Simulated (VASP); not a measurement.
# LaTe in VASP: further runs

Runs on LaTe. Level: LDA. Tasks: single point.

Program: VASP 6.6.1. These are calculated values, not measurements. Logs are shortened: lines on timing, memory, paths and dates and some standing lists are left out, and cuts for length are marked.

## 1. The cell of the first run

The structure is tetragonal, space group I4/mmm (No. 139). The conventional cell has a = 4.541 Å, b = 4.541 Å, c = 6.486 Å, α = 90.00°, β = 90.00°, γ = 90.00°. La (site symmetry 4/mmm) has 6 Te at 3.21 to 3.24 Å within 4.2 Å. Within 4.2 Å of Te (site symmetry 4/mmm) lie 6 La at 3.21 to 3.24 Å.

## 2. Single point, LDA (zz strain of +1 %)

INCAR

```
ALGO     = Normal         # electronic algorithm
EDIFF    = 1E-6           # SCF threshold, eV
ENCUT    = 520            # plane-wave cutoff, eV
GGA      = CA             # functional
ISIF     = 2              # what is computed and relaxed
ISMEAR   = -1             # smearing method
LASPH    = T              # aspherical terms in the spheres
LCHARG   = T              # write CHGCAR
LELF     = T              # ELF
LREAL    = F              # projectors in reciprocal space
LVHAR    = T            
LWAVE    = F              # write WAVECAR
NBANDS   = 16             # bands
NELM     = 60             # most SCF steps
PREC     = Accurate       # precision mode
SIGMA    = 0.08           # smearing width, eV
```

KPOINTS

```
k-points
0
Gamma
  10 10 10
```

POSCAR

```
LaTe
1.0
    0.0000000000      3.2110000000      3.2431100000
    3.2110000000      0.0000000000      3.2431100000
    3.2110000000      3.2110000000      0.0000000000
La Te
1 1
Direct
    0.0000000000      0.0000000000      0.0000000000
    0.5000000000      0.5000000000      0.5000000000
```

Potentials or basis: VASP PAW LDA potentials, release 64 (La, Te).

On the command line:

```console
$ cat potpaw_LDA.64/La/POTCAR potpaw_LDA.64/Te/POTCAR > POTCAR
$ mpirun -np 1 vasp_std > vasp.out
```

OUTCAR:

```text
EDIFF = 1E-6
   ENCUT = 520
   GGA = CA
   ISIF = 2
   ISMEAR = -1
   LASPH = T
   LREAL = F
   NELM = 60
   PREC = Accurate

 ion  position               nearest neighbor table
   1  0.000  0.000  0.000-   2 3.21   2 3.21   2 3.21   2 3.21   2 3.24   2 3.24
   2  0.500  0.500  0.500-   1 3.21   1 3.21   1 3.21   1 3.21   1 3.24   1 3.24

  LATTYP: Found a body centered tetragonal cell.
 ALAT       =     4.5410397488
 C/A-ratio  =     1.4283556980

  Lattice vectors:

 A1 = (  -3.2110000000,   0.0000000000,   3.2431100000)
 A2 = (   3.2110000000,   0.0000000000,   3.2431100000)
 A3 = (   0.0000000000,   3.2110000000,  -3.2431100000)

Analysis of symmetry for initial positions (statically):
=====================================================================
 Subroutine PRICEL returns:
 Original cell was already a primitive cell.

 Routine SETGRP: Setting up the symmetry group for a
 body centered tetragonal supercell.

 Subroutine GETGRP returns: Found 16 space group operations
 (whereof 16 operations were pure point group operations)
 out of a pool of 16 trial point group operations.

The static configuration has the point symmetry D_4h.

Analysis of symmetry for dynamics (positions and initial velocities):
=====================================================================
 Subroutine PRICEL returns:
 Original cell was already a primitive cell.

 Routine SETGRP: Setting up the symmetry group for a
 body centered tetragonal supercell.

 Subroutine GETGRP returns: Found 16 space group operations
 (whereof 16 operations were pure point group operations)
 out of a pool of 16 trial point group operations.

The dynamic configuration has the point symmetry D_4h.

 Subroutine INISYM returns: Found 16 space group operations
 (whereof 16 operations are pure point group operations),
 and found     1 'primitive' translations

----------------------------------------------------------------------------------------

                                     Primitive cell

  volume of cell :      66.8763

  direct lattice vectors                    reciprocal lattice vectors
     0.000000000  3.211000000  3.243110000    -0.155714731  0.155714731  0.154173001
     3.211000000  0.000000000  3.243110000     0.155714731 -0.155714731  0.154173001
     3.211000000  3.211000000  0.000000000     0.155714731  0.155714731 -0.154173001

  length of vectors
     4.563801428  4.563801428  4.541039749     0.268818654  0.268818654  0.268818654

  position of ions in fractional coordinates (direct lattice)
     0.000000000  0.000000000  0.000000000
     0.500000000  0.500000000  0.500000000

  ion indices of the primitive-cell ions
   primitive index   ion index
                 1           1
                 2           2

----------------------------------------------------------------------------------------

 KPOINTS: k-points

Automatic generation of k-mesh.
 Grid dimensions read from file:
 generate k-points for:   10   10   10

 Generating k-lattice:

  Cartesian coordinates                     Fractional coordinates (reciprocal lattice)
    -0.015571473  0.015571473  0.015417300     0.100000000  0.000000000  0.000000000
     0.015571473 -0.015571473  0.015417300     0.000000000  0.100000000  0.000000000
     0.015571473  0.015571473 -0.015417300     0.000000000  0.000000000  0.100000000

  Length of vectors
     0.026881865  0.026881865  0.026881865

  Shift w.r.t. Gamma in fractional coordinates (k-lattice)
     0.000000000  0.000000000  0.000000000

 Subroutine IBZKPT returns following result:
 ===========================================

 Found    102 irreducible k-points:

 Following reciprocal coordinates:
            Coordinates               Weight
  0.000000  0.000000  0.000000      1.000000
  0.100000 -0.000000  0.000000      8.000000
  0.200000 -0.000000  0.000000      8.000000
  0.300000 -0.000000  0.000000      8.000000
  0.400000 -0.000000  0.000000      8.000000
  0.500000 -0.000000  0.000000      4.000000
[... 16 lines left out ...]
  0.300000  0.300000  0.000000      2.000000
  0.400000  0.300000  0.000000      8.000000
 [... further k-points ...]
   k-points           NKPTS =    102   k-points in BZ     NKDIM =    102   number of bands    NBANDS=     16
   number of dos      NEDOS =    301   number of ions     NIONS =      2
   total plane-waves  NPLWV =  46656
   dimension x,y,z NGX =    36 NGY =   36 NGZ =   36
   dimension x,y,z NGXF=    72 NGYF=   72 NGZF=   72
   ions per type =               1   1
   NGX,Y,Z   is equivalent  to a cutoff of  13.11, 13.11, 13.18 a.u.
   NGXF,Y,Z  is equivalent  to a cutoff of  26.23, 26.23, 26.36 a.u.
 SYSTEM =  unknown system
   PREC   = accura    normal or accurate (medium, high low for compatibility)
   ISTART =      0    job   : 0-new  1-cont  2-samecut
   ICHARG =      2    charge: 1-file 2-atom 10-const
   ISPIN  =      1    spin polarized calculation?
   LNONCOLLINEAR =      F non collinear calculations
   LSORBIT =      F    spin-orbit coupling
   LASPH  =      T    aspherical Exc in radial PAW
   ENCUT  =  520.0 eV  38.22 Ry    6.18 a.u.   8.49  8.49  8.44*2*pi/ulx,y,z
   NELM   =     60;   NELMIN=  2; NELMDL= -5     # of ELM steps
   EDIFF  = 0.1E-05   stopping-criterion for ELM
   LREAL  =      F    real-space projection
   EDIFFG = 0.1E-04   stopping-criterion for IOM
   NSW    =      0    number of steps for IOM
   IBRION =     -1    ionic relax: 0-MD 1-quasi-New 2-CG
   NFREE  =      0    steps in history (QN), initial steepest desc. (CG)
   ISIF   =      2    stress and relaxation
   ISYM   =      2    0-nonsym 1-usesym 2-fastsym
   POTIM  = 0.5000    time-step for ionic-motion
   TEBEG  =    0.0;   TEEND  =   0.0 temperature during run
   PSTRESS=    0.0 pullay stress
   NELECT =      17.0000    total number of electrons
   NUPDOWN=      -1.0000    fix difference up-down
   EMIN   =  10.00;   EMAX   =-10.00  energy-range for DOS
   EFERMI =   0.00;   METHOD = LEGACY
   ISMEAR =    -1;   SIGMA  =   0.08  broadening in eV -4-tet -1-fermi 0-gaus
   EFERMI_NEDOS =   21; number of points for ismear=-14 and -15
   IALGO  =     38    algorithm
   IMIX   =      4    mixing-type and parameters
     AMIX     =   0.40;   BMIX     =  1.00
     AMIX_MAG =   1.60;   BMIX_MAG =  1.00
  volume/ion in A,a.u.               =      33.44       225.65
  Fermi-wavevector in a.u.,A,eV,Ry     =   1.037052  1.959743 14.632740  1.075476
  Thomas-Fermi vector in A             =   2.171471
   LORBIT       =      0    0 simple, 1 ext, 2 COOP (PROOUT), +10 PAW based schemes
   GGA     = CA    functional components
   LHFCALC =     F    Hartree Fock is set to
   AEXX    =    0.0000 exact exchange contribution
   IVDW    =     0    specifies the selected vdW correction
   LEPSILON=     F    determine dielectric tensor
   LRPA    =     F    only Hartree local field effects (RPA)
 non-spin polarized calculation
  energy-cutoff  :      520.00
  volume of cell :       66.88
 maximum number of plane-waves:      1832
 NGX is ok and might be reduce to    36
   NGX = 17   NGY = 17   NGZ = 17

 number of electron      16.9999999 magnetization

 Free energy of the ion-electron system (eV)
  ---------------------------------------------------
  ext. energy  EPLUGINS =         0.00000000
  ---------------------------------------------------
  free energy    TOTEN  =       -12.61071678 eV

  energy without entropy =      -12.57803708  energy(sigma->0) =      -12.59437693

 E-fermi :   8.1354     XC(G=0):  -9.7414

 val. band max:        8.1335961336   @ k =   0.1000  -0.0000   0.0000
 cond. band min:       8.1483459515   @ k =   0.0000   0.0000   0.0000
 fundamental gap:      0.0147498179
 Fermi energy:         8.1354315703

 k-point     1 :       0.0000    0.0000    0.0000
  band No.  band energies     occupation
      1     -25.1631      2.00000
      2      -8.8695      2.00000
      3      -8.8695      2.00000
      4      -8.8632      2.00000
      5      -4.1789      2.00000
      6       5.8287      2.00000
[... 8 lines left out ...]
     15       9.5154      0.00000
     16       9.5186      0.00000

 k-point     2 :       0.1000   -0.0000    0.0000
  band No.  band energies     occupation
      1     -25.1610      2.00000
      2      -8.9205      2.00000
      3      -8.8705      2.00000
      4      -8.8668      2.00000
      5      -4.0763      2.00000
      6       5.3996      2.00000
[... 8 lines left out ...]
     15       9.5184      0.00000
     16       9.5350      0.00000

 k-point     3 :       0.2000   -0.0000    0.0000
  band No.  band energies     occupation
      1     -25.1553      2.00000
      2      -9.0511      2.00000
      3      -8.8732      2.00000
      4      -8.8713      2.00000
      5      -3.8080      2.00000
      6       4.5299      2.00000
[... 8 lines left out ...]
     15       9.5217      0.00000
     16       9.5997      0.00000

 k-point     4 :       0.3000   -0.0000    0.0000
  band No.  band energies     occupation
      1     -25.1483      2.00000
      2      -9.2001      2.00000
      3      -8.8768      2.00000
      4      -8.8763      2.00000
      5      -3.4718      2.00000
      6       3.7066      2.00000
[... 8 lines left out ...]
     15       9.5258      0.00000
     16       9.7650      0.00000

 k-point     5 :       0.4000   -0.0000    0.0000
  band No.  band energies     occupation
      1     -25.1426      2.00000
      2      -9.3123      2.00000
      3      -8.8812      2.00000
      4      -8.8789      2.00000
      5      -3.1901      2.00000
      6       3.1308      2.00000
[... 8 lines left out ...]
     15       9.5290      0.00000
     16      10.0855      0.00000

 k-point     6 :       0.5000   -0.0000    0.0000
  band No.  band energies     occupation
      1     -25.1404      2.00000
      2      -9.3534      2.00000
      3      -8.8829      2.00000
      4      -8.8799      2.00000
      5      -3.0788      2.00000
      6       2.9224      2.00000
[... 8 lines left out ...]
     15       9.5303      0.00000
     16      10.2935      0.00000

 k-point     7 :       0.1000    0.1000    0.0000
  band No.  band energies     occupation
      1     -25.1603      2.00000
      2      -8.9113      2.00000
      3      -8.8803      2.00000
      4      -8.8803      2.00000
      5      -4.0575      2.00000
      6       5.0474      2.00000
[... 8 lines left out ...]
     15       9.5239      0.00000
     16       9.5398      0.00000

 k-point     8 :       0.2000    0.1000    0.0000
  band No.  band energies     occupation
      1     -25.1559      2.00000
      2      -9.0062      2.00000
      3      -8.8900      2.00000
      4      -8.8798      2.00000
      5      -3.8724      2.00000
      6       4.4474      2.00000
[... 8 lines left out ...]
     15       9.5253      0.00000
     16       9.5806      0.00000

 k-point     9 :       0.3000    0.1000    0.0000
  band No.  band energies     occupation
      1     -25.1493      2.00000
      2      -9.1424      2.00000
      3      -8.8960      2.00000
      4      -8.8833      2.00000
      5      -3.5920      2.00000
      6       3.8573      2.00000
[... 8 lines left out ...]
     15       9.5219      0.00000
     16       9.6672      0.00000
[... 172 lines left out ...]
 k-point    19 :       0.5000    0.2000    0.0000
  band No.  band energies     occupation
      1     -25.1380      2.00000
      2      -9.2530      2.00000
      3      -8.9580      2.00000
      4      -8.9160      2.00000
      5      -3.3488      2.00000
      6       3.5076      2.00000
[... 8 lines left out ...]
     15       9.5038      0.00000
     16       9.8143      0.00000

 k-point    20 :      -0.4000    0.2000    0.0000
  band No.  band energies     occupation
      1     -25.1374      2.00000
      2      -9.2684      2.00000
      3      -8.9777      2.00000
      4      -8.8993      2.00000
      5      -3.2730      2.00000
      6       3.3603      2.00000
[... 8 lines left out ...]
     15       9.4963      0.00000
     16      10.0076      0.00000

 k-point    21 :      -0.3000    0.2000    0.0000
  band No.  band energies     occupation
      1     -25.1404      2.00000
      2      -9.2381      2.00000
      3      -8.9778      2.00000
      4      -8.8807      2.00000
      5      -3.3119      2.00000
      6       3.3762      2.00000
[... 8 lines left out ...]
     15       9.4952      0.00000
     16       9.9680      0.00000

 k-point    22 :      -0.2000    0.2000    0.0000
  band No.  band energies     occupation
      1     -25.1457      2.00000
      2      -9.1794      2.00000
      3      -8.9498      2.00000
      4      -8.8674      2.00000
      5      -3.4564      2.00000
      6       3.6244      2.00000
[... 8 lines left out ...]
     15       9.5019      0.00000
     16       9.7430      0.00000

 k-point    23 :       0.3000    0.3000    0.0000
  band No.  band energies     occupation
      1     -25.1437      2.00000
      2      -9.1008      2.00000
      3      -8.9437      2.00000
      4      -8.9437      2.00000
      5      -3.7153      2.00000
      6       3.8418      2.00000
[... 8 lines left out ...]
     15       9.6283      0.00000
     16       9.6918      0.00000

 k-point    24 :       0.4000    0.3000    0.0000
  band No.  band energies     occupation
      1     -25.1392      2.00000
      2      -9.1420      2.00000
      3      -8.9657      2.00000
      4      -8.9537      2.00000
      5      -3.6803      2.00000
      6       3.9429      2.00000
[... 8 lines left out ...]
     15       9.5595      0.00000
     16       9.7228      0.00000

 [... further k-points ...]
[... 5 lines left out ...]
  --------------------------------------------------------------------------------------
  -------------------------------------------------------------------------------------
  Total       -0.9334300     -0.9334300     -1.4493130      0.0000000      0.0000000      0.0000000
  in kB      -22.3624851    -22.3624851    -34.7216596      0.0000000      0.0000000      0.0000000
  external PRESSURE =     -26.4822099 kB  Pullay stress =       0.0000000 kB

 VOLUME and BASIS-vectors are now :
 -----------------------------------------------------------------------------
  energy-cutoff  :      520.00
  volume of cell :       66.88
      direct lattice vectors                 reciprocal lattice vectors
     0.000000000  3.211000000  3.243110000    -0.155714731  0.155714731  0.154173001
     3.211000000  0.000000000  3.243110000     0.155714731 -0.155714731  0.154173001
     3.211000000  3.211000000  0.000000000     0.155714731  0.155714731 -0.154173001

 POSITION                                       TOTAL-FORCE (eV/Angst)
 -----------------------------------------------------------------------------------
      0.00000      0.00000      0.00000         0.000000     -0.000000      0.000000
      3.21100      3.21100      3.24311        -0.000000      0.000000     -0.000000
 -----------------------------------------------------------------------------------
    total drift:                                0.000000      0.000000      0.000000

  FREE ENERGIE OF THE ION-ELECTRON SYSTEM (eV)
  ---------------------------------------------------
  free  energy   TOTEN  =       -12.6107167836 eV

  energy  without entropy=      -12.5780370788  energy(sigma->0) =      -12.59437693
```

It took 3 min on 1 thread of Intel Xeon Platinum 8375C at 2.90GHz (Ice Lake), shared host; peak memory 0.27 GiB.

Results:

* Free energy: -12.6107 eV
* Pressure: -2.6 GPa

Stress tensor (GPa, compression positive):
```
-2.24  0.00  0.00
 0.00 -2.24  0.00
 0.00  0.00 -3.47
```

Caveat: the cell differs from its parent crystal (zz strain of +1 %); spin-orbit coupling is left out, which moves the levels of the heavy elements.

## 3. Single point, LDA (zz strain of +2 %)

INCAR

```
SYSTEM = LaTe
  ALGO = Normal
  EDIFF = 1E-6
  ENCUT = 520
  ISIF = 2
  ISMEAR = -1
  LASPH = .TRUE.
  LCHARG = .FALSE.
  LREAL = .FALSE.
  LWAVE = .FALSE.
  NBANDS = 16
  NELM = 80
  PREC = Accurate
  SIGMA = 0.08
```

KPOINTS

```
k-points
0
G
  10 10 10
  0 0 0
```

POSCAR

```
LaTe
1.0
    0.0000000000      3.2110000000      3.2752200000
    3.2110000000      0.0000000000      3.2752200000
    3.2110000000      3.2110000000      0.0000000000
La Te
1 1
Direct
    0.0000000000      0.0000000000      0.0000000000
    0.5000000000      0.5000000000      0.5000000000
```

Potentials or basis: VASP PAW LDA potentials, release 64 (La, Te).

On the command line:

```console
$ cat potpaw_LDA.64/La/POTCAR potpaw_LDA.64/Te/POTCAR > POTCAR
$ mpirun -np 1 vasp_std > vasp.out
```

Wall time 2.9 min (1 thread of Intel Xeon Platinum 8375C at 2.90GHz (Ice Lake), shared host); peak memory 0.28 GiB.

The run converged. Its results:

```yaml
Free_energy: -12.5939 eV
Pressure: -3.1 GPa
```

Stress tensor (GPa, compression positive):
```
-2.35  0.00  0.00
 0.00 -2.35  0.00
 0.00  0.00 -4.64
```

Levels at points of the mesh, in eV from the Fermi level:
```csv
k point,band 6,band 7,band 8,band 9,band 10,band 11,band 12,band 13
"(0.00, 0.00, 0.00)",-2.33,-2.27,-2.27,-0.10,0.04,0.04,0.58,0.70
"(0.50, 0.00, 0.00)",-5.19,-3.85,-3.84,0.72,1.03,1.03,1.23,1.24
"(0.50, 0.50, 0.00)",-3.69,-2.65,-2.65,-1.57,1.13,1.13,1.19,1.19
"(0.50, 0.00, 0.50)",-3.58,-2.74,-2.68,-1.57,1.10,1.13,1.19,1.20
```

Caveat: the cell differs from its parent crystal (zz strain of +2 %); spin-orbit coupling is left out, which moves the levels of the heavy elements.

## 4. Single point, LDA (volume scaled by 0.94)

INCAR

```
SYSTEM = LaTe
PREC = Accurate ; ENCUT = 520
EDIFF = 1E-7 ; ISMEAR = -1
SIGMA = 0.08 ; LREAL = .FALSE.
LASPH = .TRUE. ; NELM = 60
ALGO = Normal ; ISIF = 2
LWAVE = .FALSE. ; LCHARG = .FALSE.
NBANDS = 16
```

KPOINTS

```
regular mesh
0
G
  10 10 10
  0 0 0
```

POSCAR

```
LaTe
1.0
    0.0000000000      3.1454509951      3.1454509951
    3.1454509951      0.0000000000      3.1454509951
    3.1454509951      3.1454509951      0.0000000000
La Te
1 1
Direct
    0.0000000000      0.0000000000      0.0000000000
    0.5000000000      0.5000000000      0.5000000000
```

On the command line:

```console
$ cat potpaw_LDA.64/La/POTCAR potpaw_LDA.64/Te/POTCAR > POTCAR
$ mpirun -np 1 vasp_std > vasp.out
```

Wall time 57 s (1 thread of Intel Xeon Platinum 8488C (Sapphire Rapids), shared host); peak memory 0.21 GiB.

Results (log left out):

* Free energy: -12.6282 eV
* Pressure: 1.9 GPa

Levels at points of the mesh, in eV from the Fermi level:
| k point | band 5 | band 6 | band 7 | band 8 | band 9 | band 10 | band 11 | band 12 | band 13 | band 14 |
| --- | --- | --- | --- | --- | --- | --- | --- | --- | --- | --- |
| (0.00, 0.00, 0.00) | -12.46 | -2.24 | -2.24 | -2.24 | -0.04 | -0.04 | -0.04 | 0.73 | 0.73 | 1.12 |
| (0.50, 0.00, 0.00) | -11.08 | -5.40 | -4.00 | -4.00 | 0.85 | 1.25 | 1.25 | 1.51 | 1.51 | 1.62 |
| (0.50, 0.50, 0.00) | -12.10 | -3.53 | -2.61 | -2.61 | -1.76 | 1.36 | 1.37 | 1.46 | 1.46 | 1.61 |

Caveat: spin-orbit coupling is left out, which moves the levels of the heavy elements.

## 5. Overview

```tsv
cell	gap on the mesh (eV)	pressure (GPa)
a = 4.564, b = 4.564, c = 4.541 Å, angles 60.2, 60.2, 59.7°, 2 atoms	none	-2.6
a = 4.587, b = 4.587, c = 4.541 Å, angles 60.3, 60.3, 59.3°, 2 atoms	none	-3.1
a = 4.448 Å, angles 60.0°, 2 atoms	none	1.9
```

Alike in all rows: task single point; level LDA; potentials or basis VASP PAW LDA potentials, release 64 (La, Te); no spin polarisation; k mesh 10 × 10 × 10; cutoff (eV) 520; smearing fermi-dirac 0.08 eV.

Caveats: spin-orbit coupling is left out, which moves the levels of the heavy elements.

Absolute energies hang on the potentials; compare differences alone.
